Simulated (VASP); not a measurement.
Set up this calculation in VASP 6.6.1, as the native input.

- Task: single point
- Functional: PBE
- Potentials or basis: VASP PAW PBE potentials, release 64 (Cd)
- Cutoff: 500 eV
- k mesh: 18 × 18 × 8
- Occupations: gaussian, width 0.15 eV
- Spin: no spin polarisation
- Dipole correction: no
- Further INCAR settings: ALGO = Normal; EDIFF = 1e-06; NBANDS = 19

The structure of Cd lies in POSCAR:

```
Cd
1.0
    2.8299288827      0.0000000000      0.0000000000
   -1.4149644413      2.4507903033      0.0000000000
    0.0000000000      0.0000000000      5.8985325000
Cd
2
Direct
    0.3333333333      0.6666666667      0.2500000000
    0.6666666667      0.3333333333      0.7500000000
```

This cell differs from its parent crystal: strain -0.050 along x and y, +0.050 along z.

The input as run:

INCAR

```
SYSTEM = Cd
ALGO     = Normal         ! electronic algorithm
EDIFF    = 1E-6           ! SCF threshold, eV
ENCUT    = 500            ! plane-wave cutoff, eV
GGA      = PE             ! functional
GGA_COMPAT= .False.      
ISIF     = 2              ! what is computed and relaxed
ISMEAR   = 0              ! smearing method
LASPH    = .True.         ! aspherical terms in the spheres
LCHARG   = .True.         ! write CHGCAR
LELF     = .True.         ! ELF
LREAL    = .False.        ! projectors in reciprocal space
LVHAR    = .True.       
LWAVE    = .False.        ! write WAVECAR
NBANDS   = 19             ! bands
NELM     = 120            ! most SCF steps
PREC     = Accurate       ! precision mode
SIGMA    = 0.15           ! smearing width, eV
```

KPOINTS

```
k-points
0
Gamma
  18 18 8
  0 0 0
```

Potentials or basis: VASP PAW PBE potentials, release 64 (Cd).

Run with:

```sh
$ cat potpaw_PBE.64/Cd/POTCAR > POTCAR
$ mpirun -np 1 vasp_std > vasp.out
```

Results of the run:

```yaml
Pressure: 10.5 GPa
Band_gap_on_the_k_mesh: zero (bands 12 and 13 overlap by 5.24 eV)
```

Caveat: the cell differs from its parent crystal (strain -0.050 along x and y, +0.050 along z); the stress differs along the axes, from 3 to 14 GPa.

Run time: 90 s on 1 thread of Intel(R) Xeon(R) Platinum 8488C (Sapphire Rapids), with other jobs on the host, peak memory 0.25 GiB.
